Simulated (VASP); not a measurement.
ZnPt3, 4 atoms in the cell. Symmetry: Pm-3m, No. 221, cubic system. The conventional cell has a = 3.893 Å, b = 3.893 Å, c = 3.893 Å, α = 90.00°, β = 90.00°, γ = 90.00°. Within 3.6 Å of Zn (site symmetry m-3m) lie 12 Pt at 2.75 Å. Within 3.6 Å of Pt (site symmetry 4/mmm) lie 4 Zn at 2.75 Å and 8 Pt at 2.75 Å. 

| Item | Value |
| --- | --- |
| Program | VASP 6.6.1 |
| Task | relaxation of cell and atoms |
| Functional | PBEsol |
| Potentials or basis | VASP PAW PBE potentials, release 64 (Zn, Pt) |
| Cutoff | 600 eV |
| k mesh | 6 × 6 × 6 |
| Occupations | fermi-dirac, width 0.05 eV |
| Spin | no spin polarisation |
| Dipole correction | no |
| Further INCAR settings | ALGO = Normal; EDIFF = 1e-06; IBRION = 2; EDIFFG = -0.02; NSW = 80; ISIF = 3 |

Potentials or basis: VASP PAW PBE potentials, release 64 (Zn, Pt).

The run is started by

```sh
$ cat potpaw_PBE.64/Zn/POTCAR potpaw_PBE.64/Pt/POTCAR > POTCAR
$ mpirun -np 1 vasp_std > vasp.out
```

Hardware: 1 thread of Intel(R) Xeon(R) Platinum 8259CL CPU @ 2.50GHz (Skylake/Cascade Lake), with other jobs on the host.

Problem. How long does it take, and how much memory?

Solution. Run time: 64 s on 1 thread of Intel(R) Xeon(R) Platinum 8259CL CPU @ 2.50GHz (Skylake/Cascade Lake), on a shared host, peak memory 0.2 GiB. Counts: scf iterations 29, k points 20, ion steps 3.
